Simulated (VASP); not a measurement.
# Si (a cell with a defect) in VASP: single point with PBE

Aim: the single point of Si (a cell with a defect) with PBE.

Everything below comes from runs of VASP 6.6.1. Logs are shortened: lines on timing, memory, paths and dates and some standing lists are left out, and cuts for length are marked.

### 1 The cell of the first run

The cell holds a defect, 31 atoms: a = 7.692 Å, b = 9.016 Å, c = 10.097 Å, α = 92.52°, β = 100.98°, γ = 102.32°.

### 2 Single point, PBE, collinear spin

INCAR

```
PREC = Accurate
ENCUT = 400
EDIFF = 1E-6
ISMEAR = 0
SIGMA = 0.05
LREAL = Auto
LASPH = T
NELM = 200
ALGO = Normal
ISIF = 2
LWAVE = F
LCHARG = F
ISPIN = 2
MAGMOM = 0 0 0 0 0 0.01 0 0 0 0.07 0.02 0 0.01 0.01 0 0 0 0 0 0 0 0.01 0 0 0 0.01 0 0 0 0.01 0
LORBIT = 11
GGA = PE
NBANDS = 87
GGA_COMPAT = F
```

KPOINTS

```
Automatic mesh
0
Gamma
  2 2 1
```

POSCAR

```
Si
1.0
   -0.0000010000     -7.6918610000      0.0000000000
    6.1674000000      1.9229650000      6.2888140000
   -7.6611310000      1.9229650000      6.2888140000
Si
31
Direct
    0.4646377276      0.9996243727      0.8816382263
    0.7159303401      0.4790374309      0.3771168255
    0.9752308701      1.0018079724      0.8852253494
    0.0345441486     -0.0084433989      0.1243900935
    0.2855657688      0.5505806672      0.5851930138
    0.5235069600     -0.0091595822      0.1214436900
    0.7835559020      0.5127154072      0.6164518429
    0.1619446419      0.8954686329      0.7644192267
    0.6688510665      0.8979067255      0.7702802878
    0.3997104572      0.3755830340      0.2674777518
    0.9268200094      0.3743268205      0.2630558358
    0.0915006787      0.6261788244      0.7238597764
    0.5850187339      0.6279998591      0.7251106747
    0.3364097633      0.1063685124      0.2349142257
    0.8319753947      0.1029988328      0.2292423716
    0.0250944381      0.2512049763      0.8073061844
    0.5061178560      0.2516286920      0.8082577659
    0.2644604370      0.7067332358      0.3610557254
    0.7616685505      0.7316274897      0.3200744645
    0.2374332200      0.2834262204      0.6598491802
    0.7395237519      0.2659762374      0.6874655040
    0.4720609441      0.7424550927      0.2053414531
    0.9978223485      0.7414906826      0.2022682647
    0.1482571094      0.0290844944      0.5634777301
    0.6486337678      0.0250889389      0.5670151611
    0.3918261722      0.5134850204      0.0682088190
    0.8938988956      0.5122456729      0.0639474967
    0.1068565456      0.4904644246      0.9284771882
    0.6008884683      0.4917322336      0.9301185495
    0.3537625750      0.9727773825      0.4367691186
    0.8526823601      0.9770740302      0.4339551990
```

Potentials or basis: VASP PAW PBE potentials, release 64 (Si).

The run is started by

```
$ cat potpaw_PBE.64/Si/POTCAR > POTCAR
$ mpirun -np 1 vasp_std > vasp.out
```

OUTCAR:

```text
PREC = Accurate
   ENCUT = 400
   EDIFF = 1E-6
   ISMEAR = 0
   LREAL = Auto
   LASPH = T
   NELM = 200
   ISIF = 2
   ISPIN = 2
   LORBIT = 11
   GGA = PE

 ion  position               nearest neighbor table
   1  0.465  1.000  0.882-   8 2.37   6 2.38  17 2.40   9 2.40
   2  0.716  0.479  0.377-  19 2.34   7 2.36  10 2.43  11 2.47
   3  0.975  0.002  0.885-   8 2.37   4 2.38   9 2.39  16 2.39
   4  0.035  0.992  0.124-  14 2.37   3 2.38  23 2.40  15 2.40
   5  0.286  0.551  0.585-  13 2.40  12 2.41  20 2.53  18 2.71
   6  0.524  0.991  0.121-  14 2.37   1 2.38  15 2.39  22 2.41
   7  0.784  0.513  0.616-  21 2.34   2 2.36  12 2.39  13 2.41
   8  0.162  0.895  0.764-   3 2.37  12 2.37   1 2.37  24 2.40
   9  0.669  0.898  0.770-  13 2.38   3 2.39  25 2.39   1 2.40
  10  0.400  0.376  0.267-  14 2.37  26 2.41   2 2.43
  11  0.927  0.374  0.263-  15 2.39  27 2.41   2 2.47
  12  0.092  0.626  0.724-   8 2.37   7 2.39   5 2.41  28 2.44
  13  0.585  0.628  0.725-   9 2.38   5 2.40   7 2.41  29 2.45
  14  0.336  0.106  0.235-   4 2.37  10 2.37   6 2.37  30 2.41
  15  0.832  0.103  0.229-  11 2.39   6 2.39  31 2.40   4 2.40
  16  0.025  0.251  0.807-  21 2.33  28 2.33   3 2.39  20 2.39
  17  0.506  0.252  0.808-  21 2.34  29 2.34  20 2.39   1 2.40
[... 12 lines left out ...]
  30  0.354  0.973  0.437-  24 2.33  25 2.33  18 2.40  14 2.41
  31  0.853  0.977  0.434-  24 2.34  25 2.34  19 2.35  15 2.40

  LATTYP: Found a triclinic cell.
 ALAT       =     7.6918610000
 B/A-ratio  =     2.6892627355
 C/A-ratio  =     1.3688884575
 COS(alpha) =     0.0158905496
 COS(beta)  =     0.5478897306
 COS(gamma) =     0.7436983406

  Lattice vectors:

 A1 = (   0.0000010000,   7.6918610000,   0.0000000000)
 A2 = (  13.8285330000,  15.3837220000,   0.0000000000)
 A3 = (  -6.1673990000,   5.7688960000,  -6.2888140000)

Analysis of symmetry for initial positions (statically):
=====================================================================
 Subroutine PRICEL returns:
 Original cell was already a primitive cell.

 Routine SETGRP: Setting up the symmetry group for a
 triclinic supercell.

 Subroutine GETGRP returns: Found  1 space group operations
 (whereof  1 operations were pure point group operations)
 out of a pool of  2 trial point group operations.

The static configuration has the point symmetry C_1 .

Analysis of symmetry for dynamics (positions and initial velocities):
=====================================================================
 Subroutine PRICEL returns:
 Original cell was already a primitive cell.

 Routine SETGRP: Setting up the symmetry group for a
 triclinic supercell.

 Subroutine GETGRP returns: Found  1 space group operations
 (whereof  1 operations were pure point group operations)
 out of a pool of  2 trial point group operations.

The dynamic configuration has the point symmetry C_1 .

Analysis of structural, dynamic, and magnetic symmetry:
=====================================================================
 Subroutine PRICEL returns:
 Original cell was already a primitive cell.

 Routine SETGRP: Setting up the symmetry group for a
 triclinic supercell.

 Subroutine GETGRP returns: Found  1 space group operations
 (whereof  1 operations were pure point group operations)
 out of a pool of  2 trial point group operations.

The overall configuration has the point symmetry C_1 .

 Subroutine INISYM returns: Found  1 space group operations
 (whereof  1 operations are pure point group operations),
 and found     1 'primitive' translations

----------------------------------------------------------------------------------------

                                     Primitive cell

  volume of cell :     668.9231

  direct lattice vectors                    reciprocal lattice vectors
    -0.000001000 -7.691861000  0.000000000     0.000000000 -0.130007550  0.039753118
     6.167400000  1.922965000  6.288814000     0.072314261 -0.000000009  0.088094360
    -7.661131000  1.922965000  6.288814000    -0.072314261  0.000000009  0.070918134

  length of vectors
     7.691861000  9.015752807 10.096529310     0.135949525  0.113973543  0.101285409

  position of ions in fractional coordinates (direct lattice)
     0.464637728  0.999624373  0.881638226
     0.715930340  0.479037431  0.377116826
     0.975230870  0.001807972  0.885225349
     0.034544149  0.991556601  0.124390093
     0.285565769  0.550580667  0.585193014
     0.523506960  0.990840418  0.121443690
[... 23 lines left out ...]
     0.353762575  0.972777382  0.436769119
[... 56 lines left out ...]

 Subroutine IBZKPT returns following result:
 ===========================================

 Found      4 irreducible k-points:

 Following reciprocal coordinates:
            Coordinates               Weight
  0.000000  0.000000  0.000000      1.000000
  0.500000  0.000000  0.000000      1.000000
 -0.000000  0.500000 -0.000000      1.000000
  0.500000  0.500000 -0.000000      1.000000
   k-points           NKPTS =      4   k-points in BZ     NKDIM =      4   number of bands    NBANDS=     87
   number of dos      NEDOS =    301   number of ions     NIONS =     31
   total plane-waves  NPLWV = 210000
   dimension x,y,z NGX =    50 NGY =   60 NGZ =   70
   dimension x,y,z NGXF=   100 NGYF=  120 NGZF=  140
   ions per type =              31
   NGX,Y,Z   is equivalent  to a cutoff of  10.81, 11.06, 11.53 a.u.
   NGXF,Y,Z  is equivalent  to a cutoff of  21.61, 22.13, 23.05 a.u.
 SYSTEM =  unknown system
   PREC   = accura    normal or accurate (medium, high low for compatibility)
   ISTART =      0    job   : 0-new  1-cont  2-samecut
   ICHARG =      2    charge: 1-file 2-atom 10-const
   ISPIN  =      2    spin polarized calculation?
   LNONCOLLINEAR =      F non collinear calculations
   LSORBIT =      F    spin-orbit coupling
   LASPH  =      T    aspherical Exc in radial PAW
   ENCUT  =  400.0 eV  29.40 Ry    5.42 a.u.  12.54 14.70 16.46*2*pi/ulx,y,z
   NELM   =    200;   NELMIN=  2; NELMDL= -5     # of ELM steps
   EDIFF  = 0.1E-05   stopping-criterion for ELM
   LREAL  =      T    real-space projection
   EDIFFG = 0.1E-04   stopping-criterion for IOM
   NSW    =      0    number of steps for IOM
   IBRION =     -1    ionic relax: 0-MD 1-quasi-New 2-CG
   NFREE  =      0    steps in history (QN), initial steepest desc. (CG)
   ISIF   =      2    stress and relaxation
   ISYM   =      2    0-nonsym 1-usesym 2-fastsym
   POTIM  = 0.5000    time-step for ionic-motion
   TEBEG  =    0.0;   TEEND  =   0.0 temperature during run
   PSTRESS=    0.0 pullay stress
   NELECT =     124.0000    total number of electrons
   NUPDOWN=      -1.0000    fix difference up-down
   EMIN   =  10.00;   EMAX   =-10.00  energy-range for DOS
   EFERMI =   0.00;   METHOD = LEGACY
   ISMEAR =     0;   SIGMA  =   0.05  broadening in eV -4-tet -1-fermi 0-gaus
   EFERMI_NEDOS =   21; number of points for ismear=-14 and -15
   IALGO  =     38    algorithm
   IMIX   =      4    mixing-type and parameters
     AMIX     =   0.40;   BMIX     =  1.00
     AMIX_MAG =   1.60;   BMIX_MAG =  1.00
  volume/ion in A,a.u.               =      21.58       145.62
  Fermi-wavevector in a.u.,A,eV,Ry     =   0.933448  1.763960 11.855091  0.871325
  Thomas-Fermi vector in A             =   2.060150
   LORBIT       =     11    0 simple, 1 ext, 2 COOP (PROOUT), +10 PAW based schemes
   GGA     = PE    functional components
   LHFCALC =     F    Hartree Fock is set to
   AEXX    =    0.0000 exact exchange contribution
   IVDW    =     0    specifies the selected vdW correction
   LEPSILON=     F    determine dielectric tensor
   LRPA    =     F    only Hartree local field effects (RPA)
 spin polarized calculation
 Gauss-broadening in eV      SIGMA  =   0.05
  energy-cutoff  :      400.00
  volume of cell :      668.92
 maximum number of plane-waves:     12201
   NGX = 25   NGY = 29   NGZ = 33

 number of electron     124.0000001 magnetization       0.4558065

 Free energy of the ion-electron system (eV)
  ---------------------------------------------------
  ext. energy  EPLUGINS =         0.00000000
  ---------------------------------------------------
  free energy    TOTEN  =      -162.66047059 eV

  energy without entropy =     -162.65117557  energy(sigma->0) =     -162.65582308

 E-fermi :   4.9295     XC(G=0):  -9.0711

 val. band max:        4.9150785456   @ k =   0.0000   0.0000   0.0000
 cond. band min:       4.9362971983   @ k =   0.5000   0.5000  -0.0000
 fundamental gap:      0.0212186527
 Fermi energy:         4.9295361824

 spin component 1

 k-point     1 :       0.0000    0.0000    0.0000
  band No.  band energies     occupation
      1      -6.7081      1.00000
      2      -5.8882      1.00000
      3      -5.4961      1.00000
      4      -4.7978      1.00000
      5      -4.5962      1.00000
      6      -4.5400      1.00000
[... 297 lines left out ...]
     73       7.6598      0.00000
     74       7.7381      0.00000
 Fermi energy:         4.9295361824

 spin component 2

 k-point     1 :       0.0000    0.0000    0.0000
  band No.  band energies     occupation
      1      -6.6992      1.00000
      2      -5.8778      1.00000
      3      -5.4855      1.00000
      4      -4.7904      1.00000
      5      -4.5874      1.00000
      6      -4.5289      1.00000
[... 297 lines left out ...]
     73       7.6665      0.00000
     74       7.7492      0.00000
 [bands above 74 left out]

------------------------ aborting loop because EDIFF is reached ----------------------------------------

  FORCE on cell =-STRESS in cart. coord.  units (eV):
  Direction    XX          YY          ZZ          XY          YZ          ZX
  --------------------------------------------------------------------------------------
  -------------------------------------------------------------------------------------
  Total      -20.5440156      1.0065105     -0.6641937     -0.2840820      0.2193824      3.2083772
  in kB      -49.2061849      2.4107527     -1.5908496     -0.6804216      0.5254557      7.6845738
  external PRESSURE =     -16.1287606 kB  Pullay stress =       0.0000000 kB

 VOLUME and BASIS-vectors are now :
 -----------------------------------------------------------------------------
  energy-cutoff  :      400.00
  volume of cell :      668.92
      direct lattice vectors                 reciprocal lattice vectors
    -0.000001000 -7.691861000  0.000000000     0.000000000 -0.130007550  0.039753118
     6.167400000  1.922965000  6.288814000     0.072314261 -0.000000009  0.088094360
    -7.661131000  1.922965000  6.288814000    -0.072314261  0.000000009  0.070918134

 POSITION                                       TOTAL-FORCE (eV/Angst)
 -----------------------------------------------------------------------------------
     -0.58926      0.04367     11.83091        -0.001164      0.003386      0.002570
      0.06527     -3.86048      5.38419        -0.008557      0.004184      0.039732
     -6.77068     -5.79561      5.57839         0.000308     -0.000665      0.001824
      5.16236      1.88022      7.01798         0.001090     -0.006366     -0.022039
     -1.08759     -0.01248      7.14267         0.001713     -0.003978      0.011360
      5.18051     -1.88786      6.99495         0.007774     -0.002006      0.000586
[... 23 lines left out ...]
      2.65336     -0.01058      8.86438        -0.005185     -0.001744      0.011971
      2.70142     -3.84535      8.87370        -0.010438     -0.000680      0.000353
 -----------------------------------------------------------------------------------
    total drift:                                0.002037     -0.003482     -0.003757

  FREE ENERGIE OF THE ION-ELECTRON SYSTEM (eV)
  ---------------------------------------------------
  free  energy   TOTEN  =      -162.6604705879 eV

  energy  without entropy=     -162.6511755743  energy(sigma->0) =     -162.65582308

 total charge

# of ion       s       p       d       tot
------------------------------------------
    1        0.747   0.909   0.000   1.656
    2        0.759   0.878   0.000   1.637
    3        0.747   0.914   0.000   1.660
    4        0.748   0.911   0.000   1.659
    5        0.767   0.803   0.000   1.571
    6        0.757   0.896   0.000   1.653
[... 23 lines left out ...]
   30        0.755   0.922   0.000   1.677
   31        0.751   0.933   0.000   1.684
--------------------------------------------------
tot         23.468  27.893   0.000  51.362

 magnetization (x)

# of ion       s       p       d       tot
------------------------------------------
    1        0.000   0.001   0.000   0.001
    2        0.002  -0.000   0.000   0.001
    3        0.000   0.001   0.000   0.002
    4        0.001   0.002   0.000   0.002
    5        0.001   0.003   0.000   0.003
    6        0.001   0.009   0.000   0.010
[... 23 lines left out ...]
   30        0.000   0.005   0.000   0.005
   31       -0.000   0.001   0.000   0.001
--------------------------------------------------
tot          0.031   0.144   0.000   0.175
```

Run time: 23 min. Hardware: 1 thread of Intel Xeon 8259CL, shared host; peak memory 0.7 GiB.

Results:

| Item | Value |
| --- | --- |
| Free energy | -162.6605 eV |
| Pressure | -1.6 GPa |
| Largest force | 0.041 eV/Å |
| Net moment | 0.46 μB per cell |
| Site moments | Si +0.00, +0.01, +0.07, +0.02 (each value once) μB |
| Valence electrons inside the program's atomic spheres | Si 1.66, 1.64, 1.57, 1.65, 1.67, 1.60, 1.59, 1.69, 1.68, 1.58, 1.71 (each value once) |

Forces in eV/Å, atoms in the order of the input:
```
Si  -0.001  0.003  0.003
Si  -0.009  0.004  0.040
Si   0.000 -0.001  0.002
Si   0.001 -0.006 -0.022
Si   0.002 -0.004  0.011
Si   0.008 -0.002  0.001
Si   0.007  0.004 -0.004
Si  -0.006  0.004 -0.007
Si  -0.013 -0.002 -0.011
Si  -0.003 -0.004 -0.011
Si   0.001 -0.004 -0.009
Si  -0.012  0.012 -0.011
Si  -0.013 -0.008 -0.004
Si   0.017  0.004  0.007
Si   0.011  0.009  0.011
Si   0.010  0.004  0.000
Si   0.013 -0.004 -0.001
Si  -0.017  0.004  0.010
Si  -0.028 -0.008  0.000
Si   0.000  0.001  0.001
Si   0.015 -0.004 -0.003
Si  -0.003 -0.006 -0.007
Si   0.003  0.003 -0.005
Si   0.003  0.006  0.009
Si   0.004 -0.002  0.008
Si   0.028  0.013 -0.009
Si   0.010 -0.007 -0.003
Si   0.005 -0.003 -0.006
Si  -0.016 -0.002 -0.001
Si  -0.005 -0.002  0.012
Si  -0.010 -0.001  0.000
```

Caveat: the k points lie up to 0.64 Å⁻¹ apart.
